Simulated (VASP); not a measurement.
Write the native input for VASP 6.6.1 that does the following.

| Property | Result |
| --- | --- |
| Task | single point |
| Functional | PBE |
| Potentials or basis | VASP PAW PBE potentials, release 64 (Ge_d) |
| Cutoff | 520 eV |
| k mesh | 8 × 8 × 10 |
| Occupations | gaussian, width 0.1 eV |
| Spin | no spin polarisation |
| Dipole correction | no |
| Further INCAR settings | ALGO = Normal; EDIFF = 1e-06; NBANDS = 51 |

The structure of Ge lies in POSCAR:

```
Ge
1.0
    2.9729151869     -6.1524641427      0.0000000000
    2.9729151869      6.1524641427      0.0000000000
    0.0000000000      0.0000000000      3.9791218799
Ge
6
Direct
    0.0114383007      0.4001371163      0.2500000000
    0.4001371163      0.0114383007      0.7500000000
    0.5998628837      0.9885616993      0.2500000000
    0.9885616993      0.5998628837      0.7500000000
    0.4446838493      0.5553161507      0.2500000000
    0.5553161507      0.4446838493      0.7500000000
```

These files were run (other wordings do the same):

INCAR

```
PREC = Accurate ; ENCUT = 520
EDIFF = 1E-6 ; ISMEAR = 0
SIGMA = 0.1 ; LREAL = False
LASPH = True ; NELM = 100
ALGO = Normal ; ISIF = 2
LWAVE = False ; LCHARG = True
GGA = PE ; LELF = True
LVHAR = True ; NBANDS = 51
```

KPOINTS

```
regular mesh
0
Gamma
  8 8 10
```

Potentials or basis: VASP PAW PBE potentials, release 64 (Ge_d).

Launch:

```sh
$ cat potpaw_PBE.64/Ge_d/POTCAR > POTCAR
$ mpirun -np 1 vasp_std > vasp.out
```

It gave:

The pressure is 3.6 GPa. The largest force is 0.003 eV/Å and the band gap on the k mesh is 0.29 eV.

Caveat: the cell stands under pressure.

Wall time 32 min on 1 thread of Oxide Virtual Turin-like Processor (shared host), peak memory 0.67 GiB.
